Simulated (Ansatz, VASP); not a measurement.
# Au in VASP and in Ansatz

INCAR

```
SYSTEM = Au
PREC = Accurate
ENCUT = 520
EDIFF = 1E-6
ISMEAR = -1
SIGMA = 0.08
LREAL = .FALSE.
LASPH = .TRUE.
NELM = 80
ALGO = Normal
ISIF = 2
LWAVE = .FALSE.
LCHARG = .FALSE.
GGA = PS
NBANDS = 12
```

KPOINTS

```
Automatic mesh
0
G
  14 14 14
  0 0 0
```

File POSCAR:

```
Au
1.0
    2.1382629804      0.0000000000      0.0000000000
    0.0000000000      2.1382629804      0.0000000000
    0.0000000000      0.0000000000      2.1382629804
Au
1
Direct
    0.0000000000      0.0000000000      0.0000000000
```

Input for Ansatz:

```yaml
crystal:
  lattice:
    - [2.1382629804, 0.0, 0.0]
    - [0.0, 2.1382629804, 0.0]
    - [0.0, 0.0, 2.1382629804]
  atoms:
    - { symbol: Au, position: [0.0, 0.0, 0.0] }
kpoints:
  mp_grid: { grid: [14, 14, 14] }
scf:
  occupations: { method: fermi_dirac, width: 0.08 }
hamiltonian:
  xc: pbesol
  pseudopotentials: { kind: paw }
output:
  forces: true
  stress: true
  eigenvalues: true
  populations: true
```

Change from the starting cell: volume scaled by 0.5, PAW files.

Alike in both runs: task single point; functional PBEsol; k mesh 14 × 14 × 14; occupations fermi-dirac, width 0.08 eV; no spin polarisation.

|  | VASP | Ansatz |
| --- | --- | --- |
| version | VASP 6.6.1 | Ansatz 0.2.0 |
| potentials or method | VASP PAW PBE potentials, release 64 (Au) | PAW with Ansatz's default frozen-core files, scalar-relativistic |
| plane-wave cutoff (eV) | 520 | 420 |
| valence electrons in the cell | 11 | 19 |

|  | VASP | Ansatz | Ansatz less VASP |
| --- | --- | --- | --- |
| pressure (GPa) | 592.1 | 594.1 | +1.95 |

VASP's potentials were made for PBE, not for PBEsol. Both programs put the cell under a high pressure, so it lies far from rest at this level. VASP's potentials hold 11 valence electrons a cell and Ansatz's 19, so a difference there can come from the potentials and not from the codes.

Spin-orbit coupling is off throughout. Noted on VASP's run: the cell as given lies far from equilibrium.
